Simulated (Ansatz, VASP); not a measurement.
**One calculation of Ti, two programs**

```
Ti
1.0
     4.45333    0.00000    0.00000
    -2.22667    3.85670    0.00000
     0.00000    0.00000    2.76730
Ti
3
Direct
  0.00000 0.00000 0.00000
  0.33333 0.66667 0.50000
  0.66667 0.33333 0.50000
```

Alike in both runs: functional LDA; k mesh 8 × 8 × 12; occupations methfessel-paxton of order 1, width 0.1 eV; no spin polarisation.

Ansatz relaxed the structure, and its values are those at the end. VASP's run is a single point on that final structure, the one shown.

|  | VASP | Ansatz |
| --- | --- | --- |
| version | VASP 6.6.1 | Ansatz 0.2.0 |
| potentials or method | VASP PAW LDA potentials, release 64 (Ti_sv), cutoff 520 eV | plane waves, PAW |
| valence electrons in the cell | 36 | 36 |

|  | VASP | Ansatz | Ansatz less VASP |
| --- | --- | --- | --- |
| pressure (GPa) | -0.1 | 0.0 | +0.11 |

LDA's correlation is that of Perdew and Zunger in VASP and of Perdew and Wang (1992) in Ansatz.
